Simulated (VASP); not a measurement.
# PtSe2 (P-3m1) in VASP: a series of runs

Runs on PtSe2. Level: PBE. Tasks: single point, relaxation of the atoms.

Everything below comes from runs of VASP 6.6.1. Logs are shortened: lines on timing, memory, paths and dates and some standing lists are left out, and cuts for length are marked.

## 1. The cell of the first run

It takes space group P-3m1 (No. 164, trigonal). Conventional cell: a = 3.797 Å, b = 3.797 Å, c = 5.161 Å, α = 90.00°, β = 90.00°, γ = 120.00°. Pt (site symmetry -3m) has 6 Se at 2.54 Å within 3.4 Å. Se (site symmetry 3m) has 3 Pt at 2.54 Å and 6 Se at 3.39 Å within 3.4 Å.

## 2. Single point, PBE, non-collinear spin, zero start, spin-orbit coupling

INCAR reads:

```
SYSTEM = PtSe2
PREC = Accurate
ENCUT = 520
EDIFF = 1E-6
ISMEAR = -1
SIGMA = 0.05
LREAL = .FALSE.
LASPH = .TRUE.
NELM = 150
ALGO = Normal
ISIF = 2
LWAVE = .FALSE.
LCHARG = .FALSE.
MAGMOM = 0 0 0 0 0 0 0 0 0
LORBIT = 11
LSORBIT = .TRUE.
GGA_COMPAT = .FALSE.
LORBMOM = .TRUE.
LMAXMIX = 4
GGA = PE
NBANDS = 35
```

KPOINTS reads:

```
regular mesh
0
G
  8 8 5
  0 0 0
```

POSCAR reads:

```
PtSe2
1.0
    3.7970381507      0.0000000000      0.0000000000
   -1.8985190754      3.2883314977      0.0000000000
    0.0000000000      0.0000000000      5.1612801071
Pt Se
1 2
Direct
    0.0000000000      0.0000000000      0.0000000000
    0.6666666667      0.3333333333      0.7500000000
    0.3333333333      0.6666666667      0.2500000000
```

Potentials or basis: VASP PAW PBE potentials, release 64 (Pt, Se).

The run is started by

```
$ cat potpaw_PBE.64/Pt/POTCAR potpaw_PBE.64/Se/POTCAR > POTCAR
$ mpirun -np 1 vasp_ncl > vasp.out
```

OUTCAR:

```text
SYSTEM = PtSe2
   PREC = Accurate
   ENCUT = 520
   EDIFF = 1E-6
   ISMEAR = -1
   LREAL = .FALSE.
   LASPH = .TRUE.
   NELM = 150
   ISIF = 2
   LORBIT = 11
   LSORBIT = .TRUE.
   GGA = PE

 ion  position               nearest neighbor table
   1  0.000  0.000  0.000-   2 2.54   3 2.54   2 2.54   3 2.54   2 2.54   3 2.54
   2  0.667  0.333  0.750-   1 2.54   1 2.54   1 2.54
   3  0.333  0.667  0.250-   1 2.54   1 2.54   1 2.54

  LATTYP: Found a hexagonal cell.
 ALAT       =     3.7970381507
 C/A-ratio  =     1.3592910849

  Lattice vectors:

 A1 = (   3.7970381507,   0.0000000000,   0.0000000000)
 A2 = (  -1.8985190754,   3.2883314977,   0.0000000000)
 A3 = (   0.0000000000,   0.0000000000,   5.1612801071)

Analysis of symmetry for initial positions (statically):
=====================================================================
 Subroutine PRICEL returns:
 Original cell was already a primitive cell.

 Routine SETGRP: Setting up the symmetry group for a
 hexagonal supercell.

 Subroutine GETGRP returns: Found 12 space group operations
 (whereof 12 operations were pure point group operations)
 out of a pool of 24 trial point group operations.

The static configuration has the point symmetry D_3d.

Analysis of symmetry for dynamics (positions and initial velocities):
=====================================================================
 Subroutine PRICEL returns:
 Original cell was already a primitive cell.

 Routine SETGRP: Setting up the symmetry group for a
 hexagonal supercell.

 Subroutine GETGRP returns: Found 12 space group operations
 (whereof 12 operations were pure point group operations)
 out of a pool of 24 trial point group operations.

The dynamic configuration has the point symmetry D_3d.

Analysis of structural, dynamic, and magnetic symmetry:
=====================================================================
 Subroutine PRICEL returns:
 Original cell was already a primitive cell.

 Routine SETGRP: Setting up the symmetry group for a
 hexagonal supercell.

 Subroutine GETGRP returns: Found 12 space group operations
 (whereof 12 operations were pure point group operations)
 out of a pool of 24 trial point group operations.

The overall configuration has the point symmetry D_3d.

 Subroutine INISYM returns: Found 12 space group operations
 (whereof 12 operations are pure point group operations),
 and found     1 'primitive' translations

----------------------------------------------------------------------------------------

                                     Primitive cell

  volume of cell :      64.4433

  direct lattice vectors                    reciprocal lattice vectors
     3.797038151  0.000000000  0.000000000     0.263363169  0.152052796  0.000000000
    -1.898519075  3.288331498  0.000000000     0.000000000  0.304105593  0.000000000
     0.000000000  0.000000000  5.161280107     0.000000000  0.000000000  0.193750383

  length of vectors
     3.797038151  3.797038151  5.161280107     0.304105593  0.304105593  0.193750383

  position of ions in fractional coordinates (direct lattice)
     0.000000000  0.000000000  0.000000000
     0.666666667  0.333333333  0.750000000
     0.333333333  0.666666667  0.250000000

  ion indices of the primitive-cell ions
   primitive index   ion index
                 1           1
                 2           2
                 3           3

----------------------------------------------------------------------------------------

 KPOINTS: regular mesh

Automatic generation of k-mesh.
 Grid dimensions read from file:
 generate k-points for:    8    8    5

 Generating k-lattice:

  Cartesian coordinates                     Fractional coordinates (reciprocal lattice)
     0.032920396  0.019006600  0.000000000     0.125000000 -0.000000000  0.000000000
     0.000000000  0.038013199  0.000000000     0.000000000  0.125000000  0.000000000
     0.000000000  0.000000000  0.038750077     0.000000000  0.000000000  0.200000000

  Length of vectors
     0.038013199  0.038013199  0.038750077

  Shift w.r.t. Gamma in fractional coordinates (k-lattice)
     0.000000000  0.000000000  0.000000000

 Subroutine IBZKPT returns following result:
 ===========================================

 Found     40 irreducible k-points:

 Following reciprocal coordinates:
            Coordinates               Weight
  0.000000  0.000000  0.000000      1.000000
  0.125000  0.000000  0.000000      6.000000
  0.250000  0.000000  0.000000      6.000000
  0.375000  0.000000  0.000000      6.000000
  0.500000  0.000000  0.000000      3.000000
  0.125000  0.125000  0.000000      6.000000
[... 16 lines left out ...]
 -0.125000  0.500000  0.200000     12.000000
  0.250000  0.250000  0.200000     12.000000
 [... further k-points ...]
[... 27 lines left out ...]
   TEBEG  =    0.0;   TEEND  =   0.0 temperature during run
   PSTRESS=    0.0 pullay stress
   NELECT =      22.0000    total number of electrons
   NUPDOWN=      -1.0000    fix difference up-down
   EMIN   =  10.00;   EMAX   =-10.00  energy-range for DOS
   EFERMI =   0.00;   METHOD = LEGACY
   ISMEAR =    -1;   SIGMA  =   0.05  broadening in eV -4-tet -1-fermi 0-gaus
   EFERMI_NEDOS =   21; number of points for ismear=-14 and -15
   IALGO  =     38    algorithm
   IMIX   =      4    mixing-type and parameters
     AMIX     =   0.40;   BMIX     =  1.00
     AMIX_MAG =   1.60;   BMIX_MAG =  1.00
  volume/ion in A,a.u.               =      21.48       144.96
  Fermi-wavevector in a.u.,A,eV,Ry     =   1.144168  2.162164 17.811659  1.309120
  Thomas-Fermi vector in A             =   2.280861
   LORBIT       =     11    0 simple, 1 ext, 2 COOP (PROOUT), +10 PAW based schemes
   GGA     = PE    functional components
   LHFCALC =     F    Hartree Fock is set to
   AEXX    =    0.0000 exact exchange contribution
   IVDW    =     0    specifies the selected vdW correction
   LEPSILON=     F    determine dielectric tensor
   LRPA    =     F    only Hartree local field effects (RPA)
  energy-cutoff  :      520.00
  volume of cell :       64.44
 maximum number of plane-waves:      3514
   NGX = 15   NGY = 15   NGZ = 19

 number of electron      21.9999999 magnetization       0.0000000     -0.0000000     -0.0000000

 number of electron      21.9999999 magnetization       0.0000000      0.0000000      0.0000000

 number of electron      21.9999999 magnetization       0.0000000     -0.0000000      0.0000000

 Free energy of the ion-electron system (eV)
  ---------------------------------------------------
  ext. energy  EPLUGINS =         0.00000000
  ---------------------------------------------------
  free energy    TOTEN  =       -14.66545498 eV

  energy without entropy =      -14.65980401  energy(sigma->0) =      -14.66262949

 E-fermi :   5.8222     XC(G=0): -10.3491

 val. band max:        5.8099490513   @ k =   0.0000   0.1250   0.2000
 cond. band min:       5.8923726228   @ k =   0.3750   0.2500   0.0000
 fundamental gap:      0.0824235715
 Fermi energy:         5.8222099455

 k-point     1 :       0.0000    0.0000    0.0000
  band No.  band energies     occupation
      1      -9.4397      1.00000
      2      -9.4397      1.00000
      3      -6.9494      1.00000
      4      -6.9494      1.00000
      5      -0.9833      1.00000
      6      -0.9833      1.00000
[... 877 lines left out ...]
     33      14.1619      0.00000
     34      14.1619      0.00000

 [... further k-points ...]

 [bands above 34 left out]

------------------------ aborting loop because EDIFF is reached ----------------------------------------

  FORCE on cell =-STRESS in cart. coord.  units (eV):
  Direction    XX          YY          ZZ          XY          YZ          ZX
  --------------------------------------------------------------------------------------
  -------------------------------------------------------------------------------------
  Total       -0.1015255     -0.1015255      0.2454226      0.0000000      0.0000000      0.0000000
  in kB       -2.5241073     -2.5241073      6.1016474      0.0000000      0.0000000      0.0000000
  external PRESSURE =       0.3511443 kB  Pullay stress =       0.0000000 kB

 VOLUME and BASIS-vectors are now :
 -----------------------------------------------------------------------------
  energy-cutoff  :      520.00
  volume of cell :       64.44
      direct lattice vectors                 reciprocal lattice vectors
     3.797038151  0.000000000  0.000000000     0.263363169  0.152052796  0.000000000
    -1.898519075  3.288331498  0.000000000     0.000000000  0.304105593  0.000000000
     0.000000000  0.000000000  5.161280107     0.000000000  0.000000000  0.193750383

 POSITION                                       TOTAL-FORCE (eV/Angst)
 -----------------------------------------------------------------------------------
      0.00000      0.00000      0.00000         0.000000      0.000000     -0.000000
      1.89852      1.09611      3.87096        -0.000000     -0.000000      0.052336
     -0.00000      2.19222      1.29032         0.000000      0.000000     -0.052336
 -----------------------------------------------------------------------------------
    total drift:                               -0.000000     -0.000000     -0.000000

  FREE ENERGIE OF THE ION-ELECTRON SYSTEM (eV)
  ---------------------------------------------------
  free  energy   TOTEN  =       -14.6654549813 eV

  energy  without entropy=      -14.6598040055  energy(sigma->0) =      -14.66262949

 orbital moment (x)

 # of ion     p       d       tot
 ----------------------------------------
  1        -0.000  -0.000  -0.000
  2        -0.000   0.000  -0.000
  3        -0.000   0.000  -0.000
 ----------------------------------------
           -0.000  -0.000  -0.000

 orbital moment (y)

 # of ion     p       d       tot
 ----------------------------------------
  1        -0.000   0.000  -0.000
  2         0.000  -0.000   0.000
  3        -0.000  -0.000  -0.000
 ----------------------------------------
            0.000  -0.000   0.000

 orbital moment (z)

 # of ion     p       d       tot
 ----------------------------------------
  1         0.000   0.000   0.000
  2         0.000   0.000   0.000
  3         0.000   0.000   0.000
 ----------------------------------------
            0.000   0.000   0.000

 Spin-Orbit-Coupling matrix elements

 Ion:    1  E_soc:     -0.7341053
 l=   1
     0.0000000    -0.0314855    -0.0331697
    -0.0314855     0.0000000    -0.0314855
    -0.0331697    -0.0314855     0.0000000
 l=   2
     0.0000000    -0.0199595     0.0000000    -0.0199595    -0.0673440
    -0.0199595     0.0000000    -0.0494804    -0.0247694    -0.0199595
     0.0000000    -0.0494804     0.0000000    -0.0494804     0.0000000
    -0.0199595    -0.0247694    -0.0494804     0.0000000    -0.0199595
    -0.0673440    -0.0199595     0.0000000    -0.0199595     0.0000000
 l=   3
     0.0000000     0.0000000     0.0000000     0.0000000     0.0000000     0.0000000     0.0000000
     0.0000000     0.0000000     0.0000000     0.0000000     0.0000000     0.0000000     0.0000000
     0.0000000     0.0000000     0.0000000     0.0000000     0.0000000     0.0000000     0.0000000
     0.0000000     0.0000000     0.0000000     0.0000000     0.0000000     0.0000000     0.0000000
[... 29 lines left out ...]
 l=   2
     0.0000000    -0.0000004     0.0000000    -0.0000004    -0.0000141
    -0.0000004     0.0000000    -0.0000101    -0.0000046    -0.0000004
     0.0000000    -0.0000101     0.0000000    -0.0000101     0.0000000
    -0.0000004    -0.0000046    -0.0000101     0.0000000    -0.0000004
    -0.0000141    -0.0000004     0.0000000    -0.0000004     0.0000000
 l=   3
     0.0000000     0.0000000     0.0000000     0.0000000     0.0000000     0.0000000     0.0000000
     0.0000000     0.0000000     0.0000000     0.0000000     0.0000000     0.0000000     0.0000000
     0.0000000     0.0000000     0.0000000     0.0000000     0.0000000     0.0000000     0.0000000
     0.0000000     0.0000000     0.0000000     0.0000000     0.0000000     0.0000000     0.0000000
     0.0000000     0.0000000     0.0000000     0.0000000     0.0000000     0.0000000     0.0000000
     0.0000000     0.0000000     0.0000000     0.0000000     0.0000000     0.0000000     0.0000000
     0.0000000     0.0000000     0.0000000     0.0000000     0.0000000     0.0000000     0.0000000

 total charge

# of ion       s       p       d       tot
------------------------------------------
    1        0.664   0.666   7.970   9.300
    2        1.486   2.214   0.059   3.759
    3        1.486   2.214   0.059   3.759
--------------------------------------------------
tot          3.636   5.093   8.089  16.818

 magnetization (x)

# of ion       s       p       d       tot
------------------------------------------
    1        0.000  -0.000   0.000  -0.000
    2        0.000   0.000   0.000   0.000
    3        0.000  -0.000   0.000  -0.000
--------------------------------------------------
tot          0.000  -0.000   0.000   0.000

 magnetization (y)

# of ion       s       p       d       tot
------------------------------------------
    1        0.000   0.000   0.000   0.000
    2        0.000   0.000   0.000   0.000
    3        0.000   0.000   0.000   0.000
--------------------------------------------------
tot          0.000   0.000   0.000   0.000

 magnetization (z)

# of ion       s       p       d       tot
------------------------------------------
    1        0.000   0.000  -0.000  -0.000
    2        0.000   0.000   0.000   0.000
    3        0.000   0.000   0.000   0.000
--------------------------------------------------
tot          0.000   0.000  -0.000  -0.000
```

Run time: 74 s. Hardware: 1 thread of Intel Xeon 6975P-C (Granite Rapids), shared host; peak memory 0.38 GiB.

What came out:

```
Free energy                                           : -14.6655 eV
Pressure                                              : 0.0 GPa
Largest force                                         : 0.052 eV/Å
Net moment                                            : 0.00 μB per cell
Valence electrons inside the program's atomic spheres : Pt 9.30; Se 3.76
```

Forces in eV/Å, atoms in the order of the input:
```
Pt   0.000  0.000  0.000
Se   0.000  0.000  0.052
Se   0.000  0.000 -0.052
```

Stress tensor (GPa, compression positive):
```
-0.25  0.00  0.00
 0.00 -0.25  0.00
 0.00  0.00  0.61
```

Moments on the atoms (μB; x, y, z):
```
Pt  0.00 0.00 0.00
Se  0.00 0.00 0.00
Se  0.00 0.00 0.00
```

## 3. Single point, PBE

This run uses another cell than the first one, of 20.67 Å³/atom.

INCAR reads:

```
  PREC = Accurate
  ENCUT = 520
  EDIFF = 1E-6
  ISMEAR = -1
  SIGMA = 0.05
  LREAL = F
  LASPH = T
  NELM = 100
  ALGO = Normal
  ISIF = 2
  LWAVE = F
  LCHARG = T
  GGA = PE
  LELF = T
  LVHAR = T
  NBANDS = 18
```

KPOINTS reads:

```
regular mesh
0
Gamma
  8 8 5
```

POSCAR reads:

```
PtSe2
1.0
    3.7612400000      0.0000000000      0.0000000000
   -1.8806200000      3.2573293897      0.0000000000
    0.0000000000      0.0000000000      5.0620000000
Pt Se
1 2
Direct
    0.0000000000      0.0000000000      0.0000000000
    0.6666666667      0.3333333333      0.7436096246
    0.3333333333      0.6666666667      0.2563903754
```

Potentials or basis: VASP PAW PBE potentials, release 64 (Pt, Se).

The run is started by

```
$ cat potpaw_PBE.64/Pt/POTCAR potpaw_PBE.64/Se/POTCAR > POTCAR
$ mpirun -np 1 vasp_std > vasp.out
```

It took 35 s on 1 thread of Intel Xeon Platinum 8375C at 2.90GHz (Ice Lake), shared host; peak memory 0.2 GiB.

Results (log left out):

```
Free energy            : -14.2469 eV
Pressure               : 2.3 GPa
Largest force          : 0.007 eV/Å
Band gap on the k mesh : zero (bands 11 and 12 overlap by 0.46 eV)
```

Forces on the atoms (eV/Å):
```
Pt   0.000  0.000  0.000
Se   0.000  0.000 -0.007
Se   0.000  0.000  0.007
```

Stress tensor (GPa, compression positive):
```
2.58 0.00 0.00
0.00 2.58 0.00
0.00 0.00 1.76
```

Levels at points of the mesh, in eV from the Fermi level:
| k point | band 8 | band 9 | band 10 | band 11 | band 12 | band 13 | band 14 | band 15 |
| --- | --- | --- | --- | --- | --- | --- | --- | --- |
| (0.00, 0.00, 0.00) | -2.55 | -1.02 | -1.02 | 0.48 | 1.26 | 1.26 | 3.60 | 3.97 |
| (0.50, 0.00, 0.00) | -3.44 | -3.33 | -3.27 | -2.92 | 0.55 | 2.24 | 4.76 | 5.85 |

Caveat: spin-orbit coupling is left out, which moves the levels of the heavy elements.

## 4. Relaxation of the atoms, PBE

This run uses another cell than the first one, of 20.67 Å³/atom.

INCAR reads:

```
PREC = Accurate ; ENCUT = 520
EDIFF = 1E-7 ; ISMEAR = -1
SIGMA = 0.05 ; LREAL = False
LASPH = True ; NELM = 60
ALGO = Normal ; ISIF = 2
LWAVE = False ; LCHARG = False
GGA = PE ; IBRION = 2
NSW = 80 ; EDIFFG = -0.005
```

KPOINTS is that of step 3.

POSCAR reads:

```
PtSe2
1.0
    3.7612400000      0.0000000000      0.0000000000
   -1.8806200000      3.2573293897      0.0000000000
    0.0000000000      0.0000000000      5.0620000000
Pt Se
1 2
Direct
    0.0000000000      0.0000000000      0.0000000000
    0.6666666667      0.3333333333      0.7500000000
    0.3333333333      0.6666666667      0.2500000000
```

The run is started by

```
$ cat potpaw_PBE.64/Pt/POTCAR potpaw_PBE.64/Se/POTCAR > POTCAR
$ mpirun -np 1 vasp_std > vasp.out
```

Wall time 75 s (1 thread of Intel Xeon Platinum 8375C at 2.90GHz (Ice Lake), shared host); peak memory 0.2 GiB.

Results (log left out):

```
Free energy               : -14.2469 eV
Energy gained by relaxing : 4.0 meV/atom
Ionic steps               : 4
Pressure after relaxing   : 2.3 GPa
Band gap on the k mesh    : zero (bands 11 and 12 overlap by 0.46 eV)
```

Stress tensor (GPa, compression positive):
```
2.54 0.00 0.00
0.00 2.54 0.00
0.00 0.00 1.71
```

The path:
| step | energy change (eV) | largest force (eV/Å) | pressure (GPa) |
| --- | --- | --- | --- |
| 1 | 0.0000 | 0.3699 | 4.21 |
| 2 | -0.0096 | 0.1687 | 3.14 |
| 3 | -0.0121 | 0.0082 | 2.22 |
| 4 | -0.0121 | 0.0000 | 2.26 |

Final structure:
```yaml
crystal:
  lattice:
    - [3.76124, 0.00000, 0.00000]
    - [-1.88062, 3.25733, 0.00000]
    - [0.00000, 0.00000, 5.06200]
  atoms:
    - { symbol: Pt, position: [0.00000, 0.00000, 0.00000] }
    - { symbol: Se, position: [0.66667, 0.33333, 0.74348] }
    - { symbol: Se, position: [0.33333, 0.66667, 0.25652] }
```

Levels at points of the mesh, in eV from the Fermi level:
| k point | band 7 | band 8 | band 9 | band 10 | band 11 | band 12 | band 13 | band 14 | band 15 |
| --- | --- | --- | --- | --- | --- | --- | --- | --- | --- |
| (0.00, 0.00, 0.00) | -3.82 | -2.55 | -1.02 | -1.02 | 0.48 | 1.26 | 1.26 | 3.60 | 3.96 |
| (0.50, 0.00, 0.00) | -3.70 | -3.44 | -3.32 | -3.27 | -2.91 | 0.55 | 2.24 | 4.77 | 5.85 |

Caveat: spin-orbit coupling is left out, which moves the levels of the heavy elements.

## 5. Overview

| task | spin | cell | gap on the mesh (eV) | pressure (GPa) | largest force (eV/Å) |
| --- | --- | --- | --- | --- | --- |
| single point | non-collinear, zero start, SOC | a = 3.797, b = 3.797, c = 5.161 Å, angles 90.0, 90.0, 120.0°, 3 atoms, atomic positions A | - | 0.0 | 0.05 |
| single point | off | a = 3.761, b = 3.761, c = 5.062 Å, angles 90.0, 90.0, 120.0°, 3 atoms, atomic positions B | none | 2.3 | 0.01 |
| relaxation of the atoms | off | atoms relaxed from a = 3.761, b = 3.761, c = 5.062 Å, angles 90.0, 90.0, 120.0°, 3 atoms, atomic positions A | none | 2.3 | - |

Alike in all rows: level PBE; potentials or basis VASP PAW PBE potentials, release 64 (Pt, Se); k mesh 8 × 8 × 5; cutoff (eV) 520; smearing fermi-dirac 0.05 eV.

Caveats: spin-orbit coupling is left out, which moves the levels of the heavy elements (at least some runs).

Total energies depend on the potentials used, so only differences within one code and one set of settings carry meaning.
